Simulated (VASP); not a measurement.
Wanted: the native input for a VASP 6.6.1 run.

* Task: relaxation of cell and atoms
* Functional: PBE
* Potentials or basis: VASP PAW PBE potentials, release 64 (Ho_3, O), 4f in core
* Cutoff: 600 eV
* k mesh: 12 × 12 × 10
* Occupations: gaussian, width 0.1 eV
* Spin: no spin polarisation
* Dipole correction: no
* Further INCAR settings: ALGO = Normal; EDIFF = 1e-07; IBRION = 2; EDIFFG = -0.01; NSW = 100; ISIF = 3

The structure of HoO3 lies in POSCAR:

```
HoO3
1.0
    3.7398425241      0.0000000000      0.0000000000
   -1.8699212620      3.2387986320      0.0000000000
    0.0000000000      0.0000000000      4.4985867262
Ho O
1 3
Direct
    0.0000000000      0.0000000000      0.5000000000
    0.3333333333      0.6666666667      0.6825041984
    0.6666666667      0.3333333333      0.3174958016
    0.0000000000      0.0000000000      0.0000000000
```

The cell was generated, and may not be a known phase.

One way to write it, as run:

INCAR

```
SYSTEM = HoO3
ALGO = Normal ; EDIFF = 1E-7
EDIFFG = -0.01 ; ENCUT = 600
GGA = PE ; GGA_COMPAT = .FALSE.
IBRION = 2 ; ISIF = 3
ISMEAR = 0 ; LASPH = .TRUE.
LCHARG = .FALSE. ; LMAXMIX = 6
LREAL = .FALSE. ; LWAVE = .FALSE.
NELM = 200 ; NELMIN = 4
NSW = 100 ; PREC = Accurate
SIGMA = 0.1
```

KPOINTS

```
k-points
0
G
  12 12 10
  0 0 0
```

Potentials or basis: VASP PAW PBE potentials, release 64 (Ho_3, O), 4f in core.

Run with:

```bash
$ cat potpaw_PBE.64/Ho_3/POTCAR potpaw_PBE.64/O/POTCAR > POTCAR
$ mpirun -np 1 vasp_std > vasp.out
```

It gave:

```
Relaxed volume                        : 13.71 Å³/atom
Relaxed cell                          : a = 3.746 Å, b = 3.746 Å, c = 4.513 Å, α = 90.00°, β = 90.00°, γ = 120.00°
Space group after relaxing (to 0.1 Å) : P-3m1 (No. 164)
Energy gained by relaxing             : 0.3 meV/atom
Ionic steps                           : 3
Pressure after relaxing               : 0.0 GPa
Band gap on the k mesh                : zero (an odd number of electrons rules out a gap without spin polarisation)
```

Caveat: spin-orbit coupling is left out, which moves the levels of the heavy elements; the 4f electrons are frozen in the core, so they carry no moment and show no levels; an odd number of electrons without spin polarisation forces a metal; a magnetic or distorted state may lie lower; the run has no spin polarisation, though such a crystal can be magnetic.

Wall time 3.4 min on 1 thread of Intel(R) Xeon(R) 6975P-C (Granite Rapids) (shared host), peak memory 0.32 GiB.
